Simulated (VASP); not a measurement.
Mo3Ru:

```xyz
4
Lattice="3.2371 0.0000 0.0000 -1.6186 2.8034 0.0000 0.0000 0.0000 7.4205" Properties=species:S:1:pos:R:3 pbc="T T T"
Mo    0.0000    1.8689    5.5654
Mo    0.0000    1.8689    1.8551
Mo    1.6186    0.9345    0.0000
Ru    1.6186    0.9345    3.7103
```

```yaml
Program: VASP 6.6.1
Task: relaxation of cell and atoms
Functional: PBE
Potentials_or_basis: VASP PAW PBE potentials, release 64 (Mo_sv, Ru_pv)
Cutoff: 600 eV
k_mesh: 6 × 6 × 4
Occupations: gaussian, width 0.1 eV
Spin: no spin polarisation
```

At the start: pressure -6.2 GPa; volume 16.84 Å³/atom.

Question: Where does the relaxation end?

Answer: Over 21 steps the energy falls by 386.6 meV/atom and the volume is 15.45 Å³/atom (-8.2 %); space group P-6m2 (No. 187, to 0.1 Å) before and after.

The path:
| step | energy change (eV) | largest force (eV/Å) | pressure (GPa) | volume (Å³) |
| --- | --- | --- | --- | --- |
| 1 | 0.0000 | 0.1050 | -6.20 | 67.34 |
| 2 | -0.5417 | 0.0086 | 11.43 | 61.00 |
| 3 | -0.5581 | 0.2481 | 21.93 | 58.50 |
| 4 | -0.5749 | 0.1681 | 18.12 | 59.35 |
| 5 | -0.7268 | 0.3251 | 18.10 | 59.01 |
| 6 | -0.9194 | 0.6616 | 19.58 | 58.09 |
| 7 | -0.7570 | 1.9573 | 32.64 | 55.69 |
| 8 | -1.1234 | 1.6423 | 15.77 | 58.61 |
| 9 | -1.1456 | 1.5387 | 12.06 | 59.40 |
| 10 | -1.3083 | 1.4051 | 6.47 | 60.40 |
| 11 | -1.4410 | 1.0856 | -2.21 | 62.22 |
| 12 | -1.4424 | 1.0554 | -3.06 | 62.43 |
| 13 | -1.4732 | 0.8872 | -1.60 | 62.05 |
| 14 | -1.5035 | 0.4024 | 2.63 | 61.09 |
| 15 | -1.5259 | 0.1423 | 0.96 | 61.52 |
| 16 | -1.5323 | 0.0882 | -0.45 | 61.92 |
| 17 | -1.5442 | 0.0469 | 0.23 | 61.76 |
| 18 | -1.5457 | 0.0189 | 1.06 | 61.57 |
| 19 | -1.5458 | 0.0246 | 0.88 | 61.61 |
| 20 | -1.5463 | 0.0099 | -0.41 | 61.92 |
| 21 | -1.5465 | 0.0012 | 0.01 | 61.82 |

Final structure:
```
Mo Ru
1.0
     2.77155    0.00000    0.00000
    -1.38577    2.40023    0.00000
     0.00000    0.00000    9.29273
Mo Ru
3 1
Cartesian
  0.0000 1.6002 6.8541
  0.0000 1.6002 2.4387
  1.3858 0.8001 0.0000
  1.3858 0.8001 4.6464
```

Caveat: the k points lie up to 0.44 Å⁻¹ apart in the final cell, too coarse for converged energies and pressures of a metal; a cell axis changed by over 15 % at a fixed basis, so the end point is rough.
